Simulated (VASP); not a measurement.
# Be (Fd-3m) in VASP: further runs

Runs on Be. Level: LDA. Tasks: single point.

Program: VASP 6.6.1. These are calculated values, not measurements. Logs are shortened: lines on timing, memory, paths and dates and some standing lists are left out, and cuts for length are marked.

## Step 1: The cell of the first run

It takes space group Fd-3m (No. 227, cubic). Conventional cell: a = 3.555 Å, b = 3.555 Å, c = 3.555 Å, α = 90.00°, β = 90.00°, γ = 90.00°. Within 2.1 Å of Be (site symmetry -43m) lie 4 Be at 1.54 Å.

## Step 2: Single point, LDA

The input, INCAR:

```
SYSTEM = Be
PREC     = Accurate       ! precision mode
ENCUT    = 520            ! plane-wave cutoff, eV
EDIFF    = 1E-6           ! SCF threshold, eV
ISMEAR   = -1             ! smearing method
SIGMA    = 0.08           ! smearing width, eV
LREAL    = .False.        ! projectors in reciprocal space
LASPH    = .True.         ! aspherical terms in the spheres
NELM     = 80             ! most SCF steps
ALGO     = Normal         ! electronic algorithm
ISIF     = 2              ! what is computed and relaxed
LWAVE    = .False.        ! write WAVECAR
LCHARG   = .True.         ! write CHGCAR
LELF     = .True.         ! ELF
LVHAR    = .True.       
NBANDS   = 9              ! bands
```

The input, KPOINTS:

```
Automatic mesh
0
Gamma
  15 15 15
  0 0 0
```

The input, POSCAR:

```
Be
1.0
    0.0000000000      1.7773385516      1.7773385516
    1.7773385516      0.0000000000      1.7773385516
    1.7773385516      1.7773385516      0.0000000000
Be
2
Direct
   -0.1250000000     -0.1250000000     -0.1250000000
    0.1250000000      0.1250000000      0.1250000000
```

Potentials or basis: VASP PAW LDA potentials, release 64 (Be).

On the command line:

```sh
cat potpaw_LDA.64/Be/POTCAR > POTCAR
mpirun -np 1 vasp_std > vasp.out
```

OUTCAR:

```text
SYSTEM = Be
   PREC = Accurate
   ENCUT = 520
   EDIFF = 1E-6
   ISMEAR = -1
   LREAL = .False.
   LASPH = .True.
   NELM = 80
   ISIF = 2

 ion  position               nearest neighbor table
   1  0.875  0.875  0.875-   2 1.54   2 1.54   2 1.54   2 1.54
   2  0.125  0.125  0.125-   1 1.54   1 1.54   1 1.54   1 1.54

  LATTYP: Found a face centered cubic cell.
 ALAT       =     3.5546771032

  Lattice vectors:

 A1 = (   0.0000000000,   1.7773385516,   1.7773385516)
 A2 = (   1.7773385516,   0.0000000000,   1.7773385516)
 A3 = (   1.7773385516,   1.7773385516,   0.0000000000)

Analysis of symmetry for initial positions (statically):
=====================================================================
 Subroutine PRICEL returns:
 Original cell was already a primitive cell.

 Routine SETGRP: Setting up the symmetry group for a
 face centered cubic supercell.

 Subroutine GETGRP returns: Found 48 space group operations
 (whereof 12 operations were pure point group operations)
 out of a pool of 48 trial point group operations.

The static configuration has the point symmetry D_3d.
 The point group associated with its full space group is O_h .

Analysis of symmetry for dynamics (positions and initial velocities):
=====================================================================
 Subroutine PRICEL returns:
 Original cell was already a primitive cell.

 Routine SETGRP: Setting up the symmetry group for a
 face centered cubic supercell.

 Subroutine GETGRP returns: Found 48 space group operations
 (whereof 12 operations were pure point group operations)
 out of a pool of 48 trial point group operations.

The dynamic configuration has the point symmetry D_3d.
 The point group associated with its full space group is O_h .

 Subroutine INISYM returns: Found 48 space group operations
 (whereof 12 operations are pure point group operations),
 and found     1 'primitive' translations

----------------------------------------------------------------------------------------

                                     Primitive cell

  volume of cell :      11.2290

  direct lattice vectors                    reciprocal lattice vectors
     0.000000000  1.777338552  1.777338552    -0.281319504  0.281319504  0.281319504
     1.777338552  0.000000000  1.777338552     0.281319504 -0.281319504  0.281319504
     1.777338552  1.777338552  0.000000000     0.281319504  0.281319504 -0.281319504

  length of vectors
     2.513536285  2.513536285  2.513536285     0.487259674  0.487259674  0.487259674

  position of ions in fractional coordinates (direct lattice)
     0.875000000  0.875000000  0.875000000
     0.125000000  0.125000000  0.125000000

  ion indices of the primitive-cell ions
   primitive index   ion index
                 1           1
                 2           2

----------------------------------------------------------------------------------------

 KPOINTS: Automatic mesh

Automatic generation of k-mesh.
 Grid dimensions read from file:
 generate k-points for:   15   15   15

 Generating k-lattice:

  Cartesian coordinates                     Fractional coordinates (reciprocal lattice)
    -0.018754634  0.018754634  0.018754634     0.066666667  0.000000000  0.000000000
     0.018754634 -0.018754634  0.018754634     0.000000000  0.066666667  0.000000000
     0.018754634  0.018754634 -0.018754634     0.000000000  0.000000000  0.066666667

  Length of vectors
     0.032483978  0.032483978  0.032483978

  Shift w.r.t. Gamma in fractional coordinates (k-lattice)
     0.000000000  0.000000000  0.000000000

 Subroutine IBZKPT returns following result:
 ===========================================

 Found    120 irreducible k-points:

 Following reciprocal coordinates:
            Coordinates               Weight
  0.000000  0.000000  0.000000      1.000000
  0.066667  0.000000  0.000000      8.000000
  0.133333  0.000000  0.000000      8.000000
  0.200000  0.000000  0.000000      8.000000
  0.266667  0.000000  0.000000      8.000000
  0.333333  0.000000  0.000000      8.000000
[... 16 lines left out ...]
  0.133333  0.133333  0.000000      6.000000
  0.200000  0.133333  0.000000     24.000000
 [... further k-points ...]
   k-points           NKPTS =    120   k-points in BZ     NKDIM =    120   number of bands    NBANDS=      9
   number of dos      NEDOS =    301   number of ions     NIONS =      2
   total plane-waves  NPLWV =   8000
   dimension x,y,z NGX =    20 NGY =   20 NGZ =   20
   dimension x,y,z NGXF=    40 NGYF=   40 NGZF=   40
   ions per type =               2
   NGX,Y,Z   is equivalent  to a cutoff of  13.23, 13.23, 13.23 a.u.
   NGXF,Y,Z  is equivalent  to a cutoff of  26.46, 26.46, 26.46 a.u.
 SYSTEM =  Be
   PREC   = accura    normal or accurate (medium, high low for compatibility)
   ISTART =      0    job   : 0-new  1-cont  2-samecut
   ICHARG =      2    charge: 1-file 2-atom 10-const
   ISPIN  =      1    spin polarized calculation?
   LNONCOLLINEAR =      F non collinear calculations
   LSORBIT =      F    spin-orbit coupling
   LASPH  =      T    aspherical Exc in radial PAW
   ENCUT  =  520.0 eV  38.22 Ry    6.18 a.u.   4.67  4.67  4.67*2*pi/ulx,y,z
   NELM   =     80;   NELMIN=  2; NELMDL= -5     # of ELM steps
   EDIFF  = 0.1E-05   stopping-criterion for ELM
   LREAL  =      F    real-space projection
   EDIFFG = 0.1E-04   stopping-criterion for IOM
   NSW    =      0    number of steps for IOM
   IBRION =     -1    ionic relax: 0-MD 1-quasi-New 2-CG
   NFREE  =      0    steps in history (QN), initial steepest desc. (CG)
   ISIF   =      2    stress and relaxation
   ISYM   =      2    0-nonsym 1-usesym 2-fastsym
   POTIM  = 0.5000    time-step for ionic-motion
   TEBEG  =    0.0;   TEEND  =   0.0 temperature during run
   PSTRESS=    0.0 pullay stress
   NELECT =       4.0000    total number of electrons
   NUPDOWN=      -1.0000    fix difference up-down
   EMIN   =  10.00;   EMAX   =-10.00  energy-range for DOS
   EFERMI =   0.00;   METHOD = LEGACY
   ISMEAR =    -1;   SIGMA  =   0.08  broadening in eV -4-tet -1-fermi 0-gaus
   EFERMI_NEDOS =   21; number of points for ismear=-14 and -15
   IALGO  =     38    algorithm
   IMIX   =      4    mixing-type and parameters
     AMIX     =   0.40;   BMIX     =  1.00
     AMIX_MAG =   1.60;   BMIX_MAG =  1.00
  volume/ion in A,a.u.               =       5.61        37.89
  Fermi-wavevector in a.u.,A,eV,Ry     =   1.160508  2.193041 18.324027  1.346778
  Thomas-Fermi vector in A             =   2.297089
   LORBIT       =      0    0 simple, 1 ext, 2 COOP (PROOUT), +10 PAW based schemes
   GGA     = CA    functional components
   LHFCALC =     F    Hartree Fock is set to
   AEXX    =    0.0000 exact exchange contribution
   IVDW    =     0    specifies the selected vdW correction
   LEPSILON=     F    determine dielectric tensor
   LRPA    =     F    only Hartree local field effects (RPA)
 non-spin polarized calculation
  energy-cutoff  :      520.00
  volume of cell :       11.23
 maximum number of plane-waves:       318
   NGX =  9   NGY =  9   NGZ =  9

 number of electron       4.0000000 magnetization

 Free energy of the ion-electron system (eV)
  ---------------------------------------------------
  ext. energy  EPLUGINS =         0.00000000
  ---------------------------------------------------
  free energy    TOTEN  =         0.35327491 eV

  energy without entropy =        0.36771239  energy(sigma->0) =        0.36049365

 E-fermi :   9.2737     XC(G=0): -11.7515

 val. band max:        9.2561337382   @ k =  -0.3333   0.4667   0.1333
 cond. band min:       9.2898231640   @ k =  -0.4667   0.4667   0.0667
 fundamental gap:      0.0336894258
 Fermi energy:         9.2737381681

 k-point     1 :       0.0000    0.0000    0.0000
  band No.  band energies     occupation
      1      -2.8187      2.00000
      2      18.1489      0.00000
      3      18.1489      0.00000
      4      18.1489      0.00000
      5      21.7702      0.00000
      6      21.7702      0.00000
      7      21.7702      0.00000
      8      37.0080      0.00000
      9      37.3319      0.00000

 k-point     2 :       0.0667    0.0000    0.0000
  band No.  band energies     occupation
      1      -2.7244      2.00000
      2      16.8275      0.00000
      3      17.7391      0.00000
      4      17.7391      0.00000
      5      22.2901      0.00000
      6      22.2901      0.00000
      7      23.1052      0.00000
      8      34.9097      0.00000
      9      35.0720      0.00000

 k-point     3 :       0.1333    0.0000    0.0000
  band No.  band energies     occupation
      1      -2.4435      2.00000
      2      14.6073      0.00000
      3      16.9362      0.00000
      4      16.9362      0.00000
      5      23.3193      0.00000
      6      23.3193      0.00000
      7      25.3390      0.00000
      8      32.9966      0.00000
      9      33.3359      0.00000

 k-point     4 :       0.2000    0.0000    0.0000
  band No.  band energies     occupation
      1      -1.9826      2.00000
      2      12.3502      0.00000
      3      16.1455      0.00000
      4      16.1455      0.00000
      5      24.1168      0.00000
      6      24.1168      0.00000
      7      27.5006      0.00000
      8      31.5893      0.00000
      9      32.6659      0.00000
[... 205 lines left out ...]
 k-point    22 :      -0.0667    0.0667    0.0000
  band No.  band energies     occupation
      1      -2.5673      2.00000
      2      15.9754      0.00000
      3      16.0511      0.00000
      4      17.9701      0.00000
      5      22.1692      0.00000
      6      24.0356      0.00000
      7      24.1168      0.00000
      8      32.6745      0.00000
      9      32.8845      0.00000

 k-point    23 :       0.1333    0.1333    0.0000
  band No.  band energies     occupation
      1      -2.3084      2.00000
      2      14.9656      0.00000
      3      14.9656      0.00000
      4      17.3872      0.00000
      5      21.9855      0.00000
      6      25.8199      0.00000
      7      25.8199      0.00000
      8      27.8906      0.00000
      9      38.1742      0.00000

 k-point    24 :       0.2000    0.1333    0.0000
  band No.  band energies     occupation
      1      -1.9567      2.00000
      2      13.5088      0.00000
      3      14.1042      0.00000
      4      16.9113      0.00000
      5      22.3253      0.00000
      6      26.0989      0.00000
      7      27.0376      0.00000
      8      27.6873      0.00000
      9      37.1510      0.00000

 [... further k-points ...]
[... 5 lines left out ...]
  --------------------------------------------------------------------------------------
  -------------------------------------------------------------------------------------
  Total       13.8085513     13.8085513     13.8085513      0.0000000      0.0000000      0.0000000
  in kB     1970.2358622   1970.2358622   1970.2358622      0.0000000      0.0000000      0.0000000
  external PRESSURE =    1970.2358622 kB  Pullay stress =       0.0000000 kB

 VOLUME and BASIS-vectors are now :
 -----------------------------------------------------------------------------
  energy-cutoff  :      520.00
  volume of cell :       11.23
      direct lattice vectors                 reciprocal lattice vectors
     0.000000000  1.777338552  1.777338552    -0.281319504  0.281319504  0.281319504
     1.777338552  0.000000000  1.777338552     0.281319504 -0.281319504  0.281319504
     1.777338552  1.777338552  0.000000000     0.281319504  0.281319504 -0.281319504

 POSITION                                       TOTAL-FORCE (eV/Angst)
 -----------------------------------------------------------------------------------
      3.11034      3.11034      3.11034         0.000000      0.000000      0.000000
      0.44433      0.44433      0.44433        -0.000000     -0.000000     -0.000000
 -----------------------------------------------------------------------------------
    total drift:                                0.000000      0.000000     -0.000000

  FREE ENERGIE OF THE ION-ELECTRON SYSTEM (eV)
  ---------------------------------------------------
  free  energy   TOTEN  =         0.3532749068 eV

  energy  without entropy=        0.3677123926  energy(sigma->0) =        0.36049365
```

Wall time 4.4 s (1 thread of Intel Xeon 6975P-C (Granite Rapids), shared host); peak memory 0.12 GiB.

What came out:

* Free energy: 0.3533 eV
* Pressure: 197.0 GPa
* Band gap on the k mesh: zero (band 2 reaches 18.15 eV, above the bottom of band 3 at 8.01 eV)

## Step 3: Single point, LDA

The input, INCAR:

```
SYSTEM = Be
ALGO     = Normal         ! electronic algorithm
EDIFF    = 1E-6           ! SCF threshold, eV
ENCUT    = 520            ! plane-wave cutoff, eV
ISIF     = 2              ! what is computed and relaxed
ISMEAR   = -4             ! smearing method
LASPH    = .TRUE.         ! aspherical terms in the spheres
LCHARG   = .FALSE.        ! write CHGCAR
LREAL    = .FALSE.        ! projectors in reciprocal space
LWAVE    = .FALSE.        ! write WAVECAR
NBANDS   = 9              ! bands
NELM     = 80             ! most SCF steps
PREC     = Accurate       ! precision mode
SIGMA    = 0.1            ! smearing width, eV
```

The input, KPOINTS:

```
k-points
0
G
  15 15 15
  0 0 0
```

POSCAR is that of step 2.

Potentials or basis: VASP PAW LDA potentials, release 64 (Be).

On the command line:

```sh
cat potpaw_LDA.64/Be/POTCAR > POTCAR
mpirun -np 1 vasp_std > vasp.out
```

OUTCAR:

```text
SYSTEM = Be
   EDIFF = 1E-6
   ENCUT = 520
   ISIF = 2
   ISMEAR = -4
   LASPH = .TRUE.
   LREAL = .FALSE.
   NELM = 80
   PREC = Accurate

 ion  position               nearest neighbor table
   1  0.875  0.875  0.875-   2 1.54   2 1.54   2 1.54   2 1.54
   2  0.125  0.125  0.125-   1 1.54   1 1.54   1 1.54   1 1.54

  LATTYP: Found a face centered cubic cell.
 ALAT       =     3.5546771032

  Lattice vectors:

 A1 = (   0.0000000000,   1.7773385516,   1.7773385516)
 A2 = (   1.7773385516,   0.0000000000,   1.7773385516)
 A3 = (   1.7773385516,   1.7773385516,   0.0000000000)

Analysis of symmetry for initial positions (statically):
=====================================================================
 Subroutine PRICEL returns:
 Original cell was already a primitive cell.

 Routine SETGRP: Setting up the symmetry group for a
 face centered cubic supercell.

 Subroutine GETGRP returns: Found 48 space group operations
 (whereof 12 operations were pure point group operations)
 out of a pool of 48 trial point group operations.

The static configuration has the point symmetry D_3d.
 The point group associated with its full space group is O_h .

Analysis of symmetry for dynamics (positions and initial velocities):
=====================================================================
 Subroutine PRICEL returns:
 Original cell was already a primitive cell.

 Routine SETGRP: Setting up the symmetry group for a
 face centered cubic supercell.

 Subroutine GETGRP returns: Found 48 space group operations
 (whereof 12 operations were pure point group operations)
 out of a pool of 48 trial point group operations.

The dynamic configuration has the point symmetry D_3d.
 The point group associated with its full space group is O_h .

 Subroutine INISYM returns: Found 48 space group operations
 (whereof 12 operations are pure point group operations),
 and found     1 'primitive' translations

----------------------------------------------------------------------------------------

                                     Primitive cell

  volume of cell :      11.2290
[... 113 lines left out ...]
  Fermi-wavevector in a.u.,A,eV,Ry     =   1.160508  2.193041 18.324027  1.346778
  Thomas-Fermi vector in A             =   2.297089
   LORBIT       =      0    0 simple, 1 ext, 2 COOP (PROOUT), +10 PAW based schemes
   GGA     = CA    functional components
   LHFCALC =     F    Hartree Fock is set to
   AEXX    =    0.0000 exact exchange contribution
   IVDW    =     0    specifies the selected vdW correction
   LEPSILON=     F    determine dielectric tensor
   LRPA    =     F    only Hartree local field effects (RPA)
 non-spin polarized calculation
 Fermi weights with tetrahedron method witout Bloechl corrections
  energy-cutoff  :      520.00
  volume of cell :       11.23
 maximum number of plane-waves:       318
   NGX =  9   NGY =  9   NGZ =  9

 number of electron       4.0000000 magnetization

 Free energy of the ion-electron system (eV)
  ---------------------------------------------------
  ext. energy  EPLUGINS =         0.00000000
  ---------------------------------------------------
  free energy    TOTEN  =         0.43298651 eV

  energy without entropy =        0.43298651  energy(sigma->0) =        0.43298651

 E-fermi :   9.3119     XC(G=0): -11.7516

 val. band max:        9.4584283381   @ k =  -0.2000   0.2667   0.0667
 cond. band min:       9.1609009215   @ k =  -0.2667   0.2667   0.0000
 fundamental gap:     -0.2975274167
 Fermi energy:         9.3118962062

 k-point     1 :       0.0000    0.0000    0.0000
  band No.  band energies     occupation
      1      -2.8193      2.00000
      2      18.1483      0.00000
      3      18.1483      0.00000
      4      18.1483      0.00000
      5      21.7697      0.00000
      6      21.7697      0.00000
      7      21.7697      0.00000
      8      37.0073      0.00000
      9      37.3321      0.00000
[... 265 lines left out ...]
 k-point    24 :       0.2000    0.1333    0.0000
  band No.  band energies     occupation
      1      -1.9573      2.00000
      2      13.5083      0.00000
      3      14.1037      0.00000
      4      16.9107      0.00000
      5      22.3247      0.00000
      6      26.0987      0.00000
      7      27.0369      0.00000
      8      27.6866      0.00000
      9      37.1510      0.00000

 [... further k-points ...]
[... 5 lines left out ...]
  --------------------------------------------------------------------------------------
  -------------------------------------------------------------------------------------
  Total       13.7678574     13.7678574     13.7678574     -0.0000000      0.0000000      0.0000000
  in kB     1964.4295690   1964.4295690   1964.4295690     -0.0000000      0.0000000      0.0000000
  external PRESSURE =    1964.4295690 kB  Pullay stress =       0.0000000 kB

 VOLUME and BASIS-vectors are now :
 -----------------------------------------------------------------------------
  energy-cutoff  :      520.00
  volume of cell :       11.23
      direct lattice vectors                 reciprocal lattice vectors
     0.000000000  1.777338552  1.777338552    -0.281319504  0.281319504  0.281319504
     1.777338552  0.000000000  1.777338552     0.281319504 -0.281319504  0.281319504
     1.777338552  1.777338552  0.000000000     0.281319504  0.281319504 -0.281319504

 POSITION                                       TOTAL-FORCE (eV/Angst)
 -----------------------------------------------------------------------------------
      3.11034      3.11034      3.11034        -0.000000     -0.000000     -0.000000
      0.44433      0.44433      0.44433         0.000000      0.000000      0.000000
 -----------------------------------------------------------------------------------
    total drift:                                0.000000      0.000000     -0.000000

  FREE ENERGIE OF THE ION-ELECTRON SYSTEM (eV)
  ---------------------------------------------------
  free  energy   TOTEN  =         0.4329865105 eV

  energy  without entropy=        0.4329865105  energy(sigma->0) =        0.43298651
```

Wall time 4.3 s (1 thread of Intel Xeon 6975P-C (Granite Rapids), shared host); peak memory 0.11 GiB.

Results:

```
Free energy            : 0.4330 eV
Pressure               : 196.4 GPa
Band gap on the k mesh : zero (band 2 reaches 18.15 eV, above the bottom of band 3 at 8.01 eV)
```
